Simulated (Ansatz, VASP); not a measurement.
**P: VASP beside Ansatz**

```
CELL_PARAMETERS angstrom
4.66011 2.69052 1.58201
-4.66011 2.69052 1.58201
0.00000 -5.38103 6.32802
ATOMIC_POSITIONS crystal
P 0.97305 0.79032 0.49458
P 0.47305 0.29032 0.99458
P 0.84671 0.32518 0.14245
P 0.34671 0.82518 0.64245
P 0.05108 0.75534 0.23381
P 0.55108 0.25534 0.73381
P 0.52695 0.70968 0.00542
P 0.02695 0.20968 0.50542
P 0.65329 0.17482 0.35755
P 0.15329 0.67482 0.85755
P 0.44892 0.74466 0.26619
P 0.94892 0.24466 0.76619
```

Alike in both runs: task single point; functional PBE; k mesh 4 × 4 × 2; occupations gaussian, width 0.1 eV; no spin polarisation.

|  | VASP | Ansatz |
| --- | --- | --- |
| version | VASP 6.6.1 | Ansatz 0.2.0 |
| potentials or method | VASP PAW PBE potentials, release 64 (P), cutoff 520 eV | scalar-relativistic, plane waves, PAW |
| valence electrons in the cell | 60 | 60 |

|  | VASP | Ansatz | Ansatz less VASP |
| --- | --- | --- | --- |
| gap on the k mesh at the Fermi level (eV) | 0.60 | 0.58 | -0.022 |
| least direct gap on the mesh (eV) | 0.64 | 0.61 | -0.023 |
| pressure (GPa) | -0.2 | 0.1 | +0.30 |
| traceless stress, the component that is largest in VASP (GPa) | 0.15 | 0.17 | +0.022 |
| rms of the force components (eV/Å) | 0.046 | 0.031 | -0.0155 |

Atom by atom the forces differ by 0.029 eV/Å (rms over components).
